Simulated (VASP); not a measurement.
The system is AgB.

```
Ag B
1.0
     2.64441    0.00000    0.00000
    -1.32220    2.29013    0.00000
     0.00000    0.00000    4.07951
Ag B
1 1
Direct
  0.33333 0.66667 0.50000
  0.00000 0.00000 0.00000
```

The cell was generated, and may not be a known phase.

* Program: VASP 6.6.1
* Task: relaxation of cell and atoms
* Functional: PBE
* Potentials or basis: VASP PAW PBE potentials, release 64 (Ag_sv_GW, B)
* Cutoff: 630 eV
* k mesh: 6 × 6 × 4
* Occupations: gaussian, width 0.1 eV
* Spin: no spin polarisation

At the start: pressure 5.2 GPa; volume 12.35 Å³/atom.

**Question.** Where does the relaxation end?

**Answer.** Over 7 steps the energy falls by 190.7 meV/atom and the volume is 12.38 Å³/atom (+0.2 %); space group P-6m2 (No. 187, to 0.1 Å) before and after.

Step by step:
```csv
step,energy change (eV),largest force (eV/Å),pressure (GPa),volume (Å³)
1,0.0000,0.0000,5.24,24.71
2,-0.2910,0.0000,-5.53,26.04
3,-0.3148,0.0000,-7.72,26.43
4,-0.3768,0.0000,3.09,24.27
5,-0.3800,0.0000,1.15,24.60
6,-0.3801,0.0000,0.73,24.68
7,-0.3814,0.0000,0.13,24.76
```

Final structure:
```
CELL_PARAMETERS angstrom
2.85782 0.00000 0.00000
-1.42891 2.47494 0.00000
0.00000 0.00000 3.50039
ATOMIC_POSITIONS crystal
Ag 0.33333 0.66667 0.50000
B 0.00000 0.00000 0.00000
```

Caveat: the k points lie up to 0.45 Å⁻¹ apart in the final cell, too coarse for converged energies and pressures of a metal.
